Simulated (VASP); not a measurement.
Runs of VASP 6.6.1 on Fe. Symmetry: Fm-3m, No. 225, cubic system. The conventional cell has a = 3.639 Å, b = 3.639 Å, c = 3.639 Å, α = 90.00°, β = 90.00°, γ = 90.00°. Fe (site symmetry m-3m) has 12 Fe at 2.57 Å within 3.4 Å. 

```csv
spin,gap on the mesh (eV),pressure (GPa),moment (μB)
"collinear, antiferromagnetic start",none,(a),0.00
"collinear, ferromagnetic start",none,-0.8,5.13
off,none,-31.7,-
collinear,none,(b),2.11
```

Alike in all rows: task single point; level PBE; potentials or basis VASP PAW PBE potentials, release 64 (Fe); cell as given; k mesh 12 × 12 × 6; cutoff (eV) 520; smearing fermi-dirac 0.05 eV.

Task: Estimate the missing entries.

Result: (a) -14.0; (b) -20.3.

A gap of «none» marks levels without a gap at the run's occupations.
